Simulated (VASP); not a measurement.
A run of VASP 6.6.1 is set up as follows.

Contents of INCAR:

```
SYSTEM = W
  PREC = Accurate
  ENCUT = 520
  EDIFF = 1E-7
  ISMEAR = 0
  SIGMA = 0.1
  LREAL = .False.
  LASPH = .True.
  NELM = 100
  ALGO = Normal
  ISIF = 2
  LWAVE = .False.
  LCHARG = .False.
  LDIPOL = .True.
  IDIPOL = 3
  DIPOL = 0.5 0.5 0.500
  GGA = PS
  NBANDS = 43
```

Contents of KPOINTS:

```
Automatic mesh
0
Gamma
  12 12 1
  0 0 0
```

POSCAR

```
W
1.0
    2.8270069242      0.0000000000      0.0000000000
   -1.4135034621      2.4482598130      0.0000000000
    0.0000000000      0.0000000000     16.2329659515
W
5
Direct
    0.6666666667      0.3333333333      0.2156106290
    0.3333333333      0.6666666667      0.3578053145
    0.0000000000      0.0000000000      0.5000000000
    0.6666666667      0.3333333333      0.6421946855
    0.3333333333      0.6666666667      0.7843893710
```

Potentials or basis: VASP PAW PBE potentials, release 64 (W_sv).

The run is started by

```sh
$ cat potpaw_PBE.64/W_sv/POTCAR > POTCAR
$ mpirun -np 1 vasp_std > vasp.out
```

Predict the largest force.

0.255 eV/Å.

Predict the band gap on the k mesh.

zero (bands 35 and 36 overlap by 1.42 eV).

Forces in eV/Å, atoms in the order of the input:
```
W    0.000  0.000 -0.255
W    0.000  0.000  0.210
W    0.000  0.000  0.000
W    0.000  0.000 -0.210
W    0.000  0.000  0.255
```

Caveat: the PAW data sets were made with another functional, which shifts forces and pressure a little; spin-orbit coupling is left out, which moves the levels of the heavy elements.
